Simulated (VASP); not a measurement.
Input of a VASP 6.6.1 run:

File INCAR:

```
SYSTEM = Pb
PREC = Accurate ; ENCUT = 600
EDIFF = 1E-6 ; ISMEAR = -1
SIGMA = 0.05 ; LREAL = .False.
LASPH = .True. ; NELM = 80
ALGO = Normal ; ISIF = 3
LWAVE = .False. ; LCHARG = .False.
GGA = PS ; IBRION = 2
NSW = 80 ; EDIFFG = -0.005
PSTRESS = 300.0
```

File KPOINTS:

```
regular mesh
0
Gamma
  7 7 7
  0 0 0
```

POSCAR

```
Pb
1.0
    0.0000000000      3.4390000555      3.4390000555
    3.4390000555      0.0000000000      3.4390000555
    3.4390000555      3.4390000555      0.0000000000
Pb
2
Direct
    0.2500000000      0.2500000000      0.2500000000
    0.0000000000      0.0000000000      0.0000000000
```

Potentials or basis: VASP PAW PBE potentials, release 64 (Pb_d).

The run is started by

```bash
$ cat potpaw_PBE.64/Pb_d/POTCAR > POTCAR
$ mpirun -np 1 vasp_std > vasp.out
```

(1) Estimate the relaxed cell.

(2) What does it give for the relaxed volume?

(3) Predict the band gap on the k mesh.

Answers

(1) a = 4.297 Å, b = 4.297 Å, c = 4.297 Å, α = 60.00°, β = 60.00°, γ = 60.00°.

(2) 28.05 Å³/atom.

(3) zero (band 14 reaches 9.06 eV, above the bottom of band 15 at 7.84 eV).

Caveat: the cell is relaxed towards a set pressure, so the enthalpy falls and the energy may rise; the volume moved by over 15 % at a fixed basis, so the end points are rough; the PAW data sets were made with another functional, which shifts forces and pressure a little; spin-orbit coupling is left out, which moves the levels of the heavy elements.
